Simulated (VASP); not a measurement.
# GaN (P6_3mc) in VASP: single point with PBE

Aim: the single point of GaN with PBE.

Program: VASP 6.6.1. These are calculated values, not measurements. Logs are shortened: lines on timing, memory, paths and dates and some standing lists are left out, and cuts for length are marked.

## Step 1: The cell of the first run

The structure is hexagonal, space group P6_3mc (No. 186). Conventional cell: a = 3.219 Å, b = 3.219 Å, c = 5.244 Å, α = 90.00°, β = 90.00°, γ = 120.00°. Within 2.6 Å of Ga (site symmetry 3m) lie 4 N at 1.97 to 1.98 Å. Within 2.6 Å of N (site symmetry 3m) lie 4 Ga at 1.97 to 1.98 Å.

## Step 2: Single point, PBE

Contents of INCAR:

```
SYSTEM = GaN
PREC = Accurate
ENCUT = 600
EDIFF = 1E-6
ISMEAR = 0
SIGMA = 0.01
LREAL = .False.
LASPH = .True.
NELM = 120
ALGO = Normal
ISIF = 2
LWAVE = .False.
LCHARG = .True.
GGA = PE
LELF = .True.
LVHAR = .True.
NBANDS = 86
GGA_COMPAT = .False.
```

Contents of KPOINTS:

```
regular mesh
0
Gamma
  2 2 3
  0 0 0
```

Contents of POSCAR:

```
GaN
1.0
    6.4372426900      0.0000000000      0.0000000000
   -3.2186213450      5.5748157000      0.0000000000
    0.0000000000      0.0000000000      5.2435339933
Ga N
8 8
Direct
    0.3333333333      0.1666666667      0.4991368700
    0.1666666667      0.3333333333      0.9991368700
    0.3333333333      0.6666666667      0.4991368700
    0.1666666667      0.8333333333      0.9991368700
    0.8333333333      0.1666666667      0.4991368700
    0.6666666667      0.3333333333      0.9991368700
    0.8333333333      0.6666666667      0.4991368700
    0.6666666667      0.8333333333      0.9991368700
    0.3333333333      0.1666666667      0.8758631300
    0.1666666667      0.3333333333      0.3758631300
    0.3333333333      0.6666666667      0.8758631300
    0.1666666667      0.8333333333      0.3758631300
    0.8333333333      0.1666666667      0.8758631300
    0.6666666667      0.3333333333      0.3758631300
    0.8333333333      0.6666666667      0.8758631300
    0.6666666667      0.8333333333      0.3758631300
```

Potentials or basis: VASP PAW PBE potentials, release 64 (Ga_d, N).

Command:

```console
cat potpaw_PBE.64/Ga_d/POTCAR potpaw_PBE.64/N/POTCAR > POTCAR
mpirun -np 1 vasp_std > vasp.out
```

OUTCAR:

```text
SYSTEM = GaN
   PREC = Accurate
   ENCUT = 600
   EDIFF = 1E-6
   ISMEAR = 0
   LREAL = .False.
   LASPH = .True.
   NELM = 120
   ISIF = 2
   GGA = PE

 ion  position               nearest neighbor table
   1  0.333  0.167  0.499-  10 1.97  14 1.97  12 1.97   9 1.98
   2  0.167  0.333  0.999-   9 1.97  13 1.97  11 1.97  10 1.98
   3  0.333  0.667  0.499-  12 1.97  16 1.97  10 1.97  11 1.98
   4  0.167  0.833  0.999-  11 1.97  15 1.97   9 1.97  12 1.98
   5  0.833  0.167  0.499-  14 1.97  10 1.97  16 1.97  13 1.98
   6  0.667  0.333  0.999-  13 1.97   9 1.97  15 1.97  14 1.98
[... 8 lines left out ...]
  15  0.833  0.667  0.876-   8 1.97   4 1.97   6 1.97   7 1.98
  16  0.667  0.833  0.376-   7 1.97   3 1.97   5 1.97   8 1.98

  LATTYP: Found a hexagonal cell.
 ALAT       =     6.4372426900
 C/A-ratio  =     0.8145621108

  Lattice vectors:

 A1 = (   6.4372426900,   0.0000000000,   0.0000000000)
 A2 = (  -3.2186213450,   5.5748157000,   0.0000000000)
 A3 = (   0.0000000000,   0.0000000000,   5.2435339933)

Analysis of symmetry for initial positions (statically):
=====================================================================
 Subroutine PRICEL returns following result:

  LATTYP: Found a hexagonal cell.
 ALAT       =     3.2186213450
 C/A-ratio  =     1.6291242216

  Lattice vectors:

 A1 = (   3.2186213450,   0.0000000000,   0.0000000000)
 A2 = (  -1.6093106725,   2.7874078500,   0.0000000000)
 A3 = (   0.0000000000,   0.0000000000,   5.2435339933)

   4 primitive cells build up your supercell.

 Routine SETGRP: Setting up the symmetry group for a
 hexagonal supercell.

 Subroutine GETGRP returns: Found 12 space group operations
 (whereof  6 operations were pure point group operations)
 out of a pool of 24 trial point group operations.

The static configuration has the point symmetry C_3v.
 The point group associated with its full space group is C_6v.

Analysis of symmetry for dynamics (positions and initial velocities):
=====================================================================
 Subroutine PRICEL returns following result:

  LATTYP: Found a hexagonal cell.
 ALAT       =     3.2186213450
 C/A-ratio  =     1.6291242216

  Lattice vectors:

 A1 = (   3.2186213450,   0.0000000000,   0.0000000000)
 A2 = (  -1.6093106725,   2.7874078500,   0.0000000000)
 A3 = (   0.0000000000,   0.0000000000,   5.2435339933)

   4 primitive cells build up your supercell.

 Routine SETGRP: Setting up the symmetry group for a
 hexagonal supercell.

 Subroutine GETGRP returns: Found 12 space group operations
 (whereof  6 operations were pure point group operations)
 out of a pool of 24 trial point group operations.

The dynamic configuration has the point symmetry C_3v.
 The point group associated with its full space group is C_6v.

 Subroutine INISYM returns: Found 12 space group operations
 (whereof  6 operations are pure point group operations),
 and found     4 'primitive' translations

----------------------------------------------------------------------------------------

                                     Primitive cell

  volume of cell :      47.0429

  direct lattice vectors                    reciprocal lattice vectors
     3.218621345  0.000000000  0.000000000     0.310692030  0.179378127  0.000000000
    -1.609310672  2.787407850  0.000000000     0.000000000  0.358756254  0.000000000
     0.000000000  0.000000000  5.243533993     0.000000000  0.000000000  0.190711074

  length of vectors
     3.218621345  3.218621345  5.243533993     0.358756254  0.358756254  0.190711074

  position of ions in fractional coordinates (direct lattice)
     0.666666667  0.333333333  0.499136870
     0.333333333  0.666666667  0.999136870
     0.666666667  0.333333333  0.875863130
     0.333333333  0.666666667  0.375863130

  ion indices of the primitive-cell ions
   primitive index   ion index
                 1           1
                 2           2
                 3           9
                 4          10

----------------------------------------------------------------------------------------

 KPOINTS: regular mesh

Automatic generation of k-mesh.
 Grid dimensions read from file:
 generate k-points for:    2    2    3

 Generating k-lattice:

  Cartesian coordinates                     Fractional coordinates (reciprocal lattice)
     0.077673008  0.044844532  0.000000000     0.500000000  0.000000000  0.000000000
     0.000000000  0.089689064  0.000000000     0.000000000  0.500000000  0.000000000
     0.000000000  0.000000000  0.063570358     0.000000000  0.000000000  0.333333333

  Length of vectors
     0.089689064  0.089689064  0.063570358

  Shift w.r.t. Gamma in fractional coordinates (k-lattice)
     0.000000000  0.000000000  0.000000000

 Subroutine IBZKPT returns following result:
 ===========================================

 Found      4 irreducible k-points:

 Following reciprocal coordinates:
            Coordinates               Weight
  0.000000  0.000000  0.000000      1.000000
  0.500000  0.000000  0.000000      3.000000
  0.000000  0.000000  0.333333      2.000000
  0.500000  0.000000  0.333333      6.000000
   k-points           NKPTS =      4   k-points in BZ     NKDIM =      4   number of bands    NBANDS=     86
   number of dos      NEDOS =    301   number of ions     NIONS =     16
   total plane-waves  NPLWV = 122472
   dimension x,y,z NGX =    54 NGY =   54 NGZ =   42
   dimension x,y,z NGXF=   108 NGYF=  108 NGZF=   84
   ions per type =               8   8
   NGX,Y,Z   is equivalent  to a cutoff of  13.95, 13.95, 13.32 a.u.
   NGXF,Y,Z  is equivalent  to a cutoff of  27.89, 27.89, 26.63 a.u.
 SYSTEM =  GaN
   PREC   = accura    normal or accurate (medium, high low for compatibility)
   ISTART =      0    job   : 0-new  1-cont  2-samecut
   ICHARG =      2    charge: 1-file 2-atom 10-const
   ISPIN  =      1    spin polarized calculation?
   LNONCOLLINEAR =      F non collinear calculations
   LSORBIT =      F    spin-orbit coupling
   LASPH  =      T    aspherical Exc in radial PAW
   ENCUT  =  600.0 eV  44.10 Ry    6.64 a.u.  12.86 12.86 10.47*2*pi/ulx,y,z
   NELM   =    120;   NELMIN=  2; NELMDL= -5     # of ELM steps
   EDIFF  = 0.1E-05   stopping-criterion for ELM
   LREAL  =      F    real-space projection
   EDIFFG = 0.1E-04   stopping-criterion for IOM
   NSW    =      0    number of steps for IOM
   IBRION =     -1    ionic relax: 0-MD 1-quasi-New 2-CG
   NFREE  =      0    steps in history (QN), initial steepest desc. (CG)
   ISIF   =      2    stress and relaxation
   ISYM   =      2    0-nonsym 1-usesym 2-fastsym
   POTIM  = 0.5000    time-step for ionic-motion
   TEBEG  =    0.0;   TEEND  =   0.0 temperature during run
   PSTRESS=    0.0 pullay stress
   NELECT =     144.0000    total number of electrons
   NUPDOWN=      -1.0000    fix difference up-down
   EMIN   =  10.00;   EMAX   =-10.00  energy-range for DOS
   EFERMI =   0.00;   METHOD = LEGACY
   ISMEAR =     0;   SIGMA  =   0.01  broadening in eV -4-tet -1-fermi 0-gaus
   EFERMI_NEDOS =   21; number of points for ismear=-14 and -15
   IALGO  =     38    algorithm
   IMIX   =      4    mixing-type and parameters
     AMIX     =   0.40;   BMIX     =  1.00
     AMIX_MAG =   1.60;   BMIX_MAG =  1.00
  volume/ion in A,a.u.               =      11.76        79.37
  Fermi-wavevector in a.u.,A,eV,Ry     =   1.497422  2.829717 30.507965  2.242272
  Thomas-Fermi vector in A             =   2.609312
   LORBIT       =      0    0 simple, 1 ext, 2 COOP (PROOUT), +10 PAW based schemes
   GGA     = PE    functional components
   LHFCALC =     F    Hartree Fock is set to
   AEXX    =    0.0000 exact exchange contribution
   IVDW    =     0    specifies the selected vdW correction
   LEPSILON=     F    determine dielectric tensor
   LRPA    =     F    only Hartree local field effects (RPA)
 non-spin polarized calculation
 Gauss-broadening in eV      SIGMA  =   0.01
  energy-cutoff  :      600.00
  volume of cell :      188.17
 maximum number of plane-waves:      6304
 NGX is ok and might be reduce to    54
   NGX = 25   NGY = 25   NGZ = 21

 number of electron     143.9999971 magnetization

 Free energy of the ion-electron system (eV)
  ---------------------------------------------------
  ext. energy  EPLUGINS =         0.00000000
  ---------------------------------------------------
  free energy    TOTEN  =       -97.05661101 eV

  energy without entropy =      -97.05661101  energy(sigma->0) =      -97.05661101

 E-fermi :   5.0983     XC(G=0): -11.5077

 val. band max:        5.0341882950   @ k =   0.0000   0.0000   0.0000
 cond. band min:       6.7370206391   @ k =   0.0000   0.0000   0.0000
 fundamental gap:      1.7028323441
 Fermi energy:         5.0983240168

 k-point     1 :       0.0000    0.0000    0.0000
  band No.  band energies     occupation
      1     -10.7082      2.00000
      2      -9.8974      2.00000
      3      -9.8974      2.00000
      4      -9.8974      2.00000
      5      -9.8910      2.00000
      6      -9.7475      2.00000
[... 76 lines left out ...]
     83      10.9977      0.00000
     84      13.3726      0.00000

 k-point     2 :       0.5000    0.0000    0.0000
  band No.  band energies     occupation
      1     -10.2461      2.00000
      2     -10.2461      2.00000
      3      -9.8815      2.00000
      4      -9.8815      2.00000
      5      -9.7962      2.00000
      6      -9.7962      2.00000
[... 76 lines left out ...]
     83      12.6529      0.00000
     84      12.6541      0.00000

 k-point     3 :       0.0000    0.0000    0.3333
  band No.  band energies     occupation
      1     -10.4322      2.00000
      2     -10.0079      2.00000
      3      -9.8245      2.00000
      4      -9.8245      2.00000
      5      -9.8245      2.00000
      6      -9.7499      2.00000
[... 76 lines left out ...]
     83      12.4220      0.00000
     84      12.7072      0.00000

 k-point     4 :       0.5000    0.0000    0.3333
  band No.  band energies     occupation
      1     -10.0685      2.00000
      2     -10.0685      2.00000
      3      -9.8434      2.00000
      4      -9.8434      2.00000
      5      -9.8120      2.00000
      6      -9.8120      2.00000
[... 76 lines left out ...]
     83      12.7664      0.00000
     84      12.7725      0.00000
 [bands above 84 left out]

------------------------ aborting loop because EDIFF is reached ----------------------------------------

  FORCE on cell =-STRESS in cart. coord.  units (eV):
  Direction    XX          YY          ZZ          XY          YZ          ZX
  --------------------------------------------------------------------------------------
  -------------------------------------------------------------------------------------
  Total       -0.0053376     -0.0053376     -0.5617129      0.0000000      0.0000000      0.0000000
  in kB       -0.0454471     -0.0454471     -4.7826705      0.0000000      0.0000000      0.0000000
  external PRESSURE =      -1.6245216 kB  Pullay stress =       0.0000000 kB

 VOLUME and BASIS-vectors are now :
 -----------------------------------------------------------------------------
  energy-cutoff  :      600.00
  volume of cell :      188.17
      direct lattice vectors                 reciprocal lattice vectors
     6.437242690  0.000000000  0.000000000     0.155346015  0.089689064  0.000000000
    -3.218621345  5.574815700  0.000000000     0.000000000  0.179378127  0.000000000
     0.000000000  0.000000000  5.243533993     0.000000000  0.000000000  0.190711074

 POSITION                                       TOTAL-FORCE (eV/Angst)
 -----------------------------------------------------------------------------------
      1.60931      0.92914      2.61724        -0.000000      0.000000      0.002884
      0.00000      1.85827      5.23901         0.000000     -0.000000      0.002884
     -0.00000      3.71654      2.61724        -0.000000      0.000000      0.002884
     -1.60931      4.64568      5.23901        -0.000000      0.000000      0.002884
      4.82793      0.92914      2.61724        -0.000000      0.000000      0.002884
      3.21862      1.85827      5.23901        -0.000000     -0.000000      0.002884
[... 8 lines left out ...]
      3.21862      3.71654      4.59262         0.000000     -0.000000     -0.002884
      1.60931      4.64568      1.97085        -0.000000     -0.000000     -0.002884
 -----------------------------------------------------------------------------------
    total drift:                               -0.000001     -0.000002      0.000215

  FREE ENERGIE OF THE ION-ELECTRON SYSTEM (eV)
  ---------------------------------------------------
  free  energy   TOTEN  =       -97.0566110096 eV

  energy  without entropy=      -97.0566110096  energy(sigma->0) =      -97.05661101
```

Wall time 4 min (1 thread of Intel Xeon 8259CL, shared host); peak memory 0.36 GiB.

What came out:

| Property | Result |
| --- | --- |
| Free energy | -97.0566 eV |
| Pressure | -0.2 GPa |
| Band gap on the k mesh | 1.70 eV |

Forces in eV/Å, atoms in the order of the input:
```
Ga   0.000  0.000  0.003
Ga   0.000  0.000  0.003
Ga   0.000  0.000  0.003
Ga   0.000  0.000  0.003
Ga   0.000  0.000  0.003
Ga   0.000  0.000  0.003
Ga   0.000  0.000  0.003
Ga   0.000  0.000  0.003
N    0.000  0.000 -0.003
N    0.000  0.000 -0.003
N    0.000  0.000 -0.003
N    0.000  0.000 -0.003
N    0.000  0.000 -0.003
N    0.000  0.000 -0.003
N    0.000  0.000 -0.003
N    0.000  0.000 -0.003
```

Levels at points of the mesh, in eV from the valence-band top:
```tsv
k point	band 68	band 69	band 70	band 71	band 72	band 73	band 74	band 75	band 76	band 77
(0.00, 0.00, 0.00)	-0.96	-0.96	-0.04	0.00	0.00	1.70	4.04	4.96	4.96	4.96
(0.50, 0.00, 0.00)	-1.84	-0.69	-0.69	-0.48	-0.48	4.10	4.10	5.73	5.73	5.74
```

Caveat: the k points lie up to 0.56 Å⁻¹ apart.
